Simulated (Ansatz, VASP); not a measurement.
**One calculation of SnSe, two programs**

File INCAR:

```
PREC     = Accurate       # precision mode
ENCUT    = 520            # plane-wave cutoff, eV
EDIFF    = 1E-6           # SCF threshold, eV
ISMEAR   = -1             # smearing method
SIGMA    = 0.05           # smearing width, eV
LREAL    = False          # projectors in reciprocal space
LASPH    = True           # aspherical terms in the spheres
NELM     = 80             # most SCF steps
ALGO     = Normal         # electronic algorithm
ISIF     = 2              # what is computed and relaxed
LWAVE    = False          # write WAVECAR
LCHARG   = False          # write CHGCAR
GGA      = PS             # functional
NBANDS   = 50             # bands
```

The input KPOINTS:

```
Automatic mesh
0
Gamma
  3 6 6
```

Contents of POSCAR:

```
SnSe
1.0
   11.3433533953      0.0000000000      0.0000000000
    0.0000000000      4.1618783473      0.0000000000
    0.0000000000      0.0000000000      4.4300662122
Sn Se
4 4
Direct
    0.8770000000      0.7500000000      0.9090000000
    0.6230000000      0.2500000000      0.4090000000
    0.3770000000      0.7500000000      0.5910000000
    0.1230000000      0.2500000000      0.0910000000
    0.6430000000      0.7500000000      0.9840000000
    0.8570000000      0.2500000000      0.4840000000
    0.1430000000      0.7500000000      0.5160000000
    0.3570000000      0.2500000000      0.0160000000
```

The input input.yaml:

```yaml
crystal:
  lattice:
    - [11.3433533953, 0.0, 0.0]
    - [0.0, 4.1618783473, 0.0]
    - [0.0, 0.0, 4.4300662122]
  atoms:
    - { symbol: Sn, position: [0.877, 0.75, 0.909] }
    - { symbol: Sn, position: [0.623, 0.25, 0.409] }
    - { symbol: Sn, position: [0.377, 0.75, 0.591] }
    - { symbol: Sn, position: [0.123, 0.25, 0.091] }
    - { symbol: Se, position: [0.643, 0.75, 0.984] }
    - { symbol: Se, position: [0.857, 0.25, 0.484] }
    - { symbol: Se, position: [0.143, 0.75, 0.516] }
    - { symbol: Se, position: [0.357, 0.25, 0.016] }
kpoints:
  mp_grid: { grid: [3, 6, 6] }
scf:
  occupations: { method: fermi_dirac, width: 0.05 }
hamiltonian:
  xc: pbesol
  pseudopotentials: { kind: all_electron, lapw: { basis_error: 0.001 } }
output:
  forces: true
  stress: true
  eigenvalues: true
```

Change from the starting cell: volume scaled by 0.98.

Alike in both runs: task single point; functional PBEsol; k mesh 3 × 6 × 6; occupations fermi-dirac, width 0.05 eV; no spin polarisation.

```csv
,VASP,Ansatz
version,VASP 6.6.1,Ansatz 0.2.0
potentials or method,"VASP PAW PBE potentials, release 64 (Sn_d, Se), cutoff 520 eV","all-electron LAPW, scalar-relativistic"
```

Ansatz gave:

| Property | Result |
| --- | --- |
| gap on the k mesh at the Fermi level (eV) | 0.48 |
| least direct gap on the mesh (eV) | 0.67 |
| pressure (GPa) | 0.5 |
| traceless stress, the component that is largest in VASP (GPa) | 1.91 |
| rms of the force components (eV/Å) | 0.182 |

Question: Which values does VASP return?

Answer: gap on the k mesh at the Fermi level (eV): 0.47; least direct gap on the mesh (eV): 0.66; pressure (GPa): 0.6; traceless stress, the component that is largest in VASP (GPa): 1.94; rms of the force components (eV/Å): 0.192.

VASP's potentials were made for PBE, not for PBEsol. Atom by atom the forces differ by 0.011 eV/Å (rms over components). Ansatz ran all-electron here, and VASP with PAW potentials.
